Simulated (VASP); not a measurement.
A run of VASP 6.6.1 is set up as follows.

INCAR

```
ALGO     = Normal         # electronic algorithm
EDIFF    = 1E-7           # SCF threshold, eV
ENCUT    = 520            # plane-wave cutoff, eV
GGA      = PE             # functional
ISIF     = 2              # what is computed and relaxed
ISMEAR   = -1             # smearing method
LASPH    = True           # aspherical terms in the spheres
LCHARG   = True           # write CHGCAR
LELF     = True           # ELF
LREAL    = False          # projectors in reciprocal space
LVHAR    = True         
LWAVE    = False          # write WAVECAR
NBANDS   = 12             # bands
NELM     = 100            # most SCF steps
PREC     = Accurate       # precision mode
SIGMA    = 0.06122561905347299 # smearing width, eV
```

KPOINTS

```
k-points
0
Gamma
  14 14 14
```

Contents of POSCAR:

```
In
1.0
   -1.9075976943      1.9075976943      1.9075976943
    1.9075976943     -1.9075976943      1.9075976943
    1.9075976943      1.9075976943     -1.9075976943
In
1
Direct
    0.0000000000      0.0000000000      0.0000000000
```

Potentials or basis: VASP PAW PBE potentials, release 64 (In_d).

Launch:

```bash
$ cat potpaw_PBE.64/In_d/POTCAR > POTCAR
$ mpirun -np 1 vasp_std > vasp.out
```

What does it give for the pressure?

0.0 GPa.

Predict the band gap on the k mesh.

zero (an odd number of electrons rules out a gap without spin polarisation).

Caveat: spin-orbit coupling is left out, which moves the levels of the heavy elements.
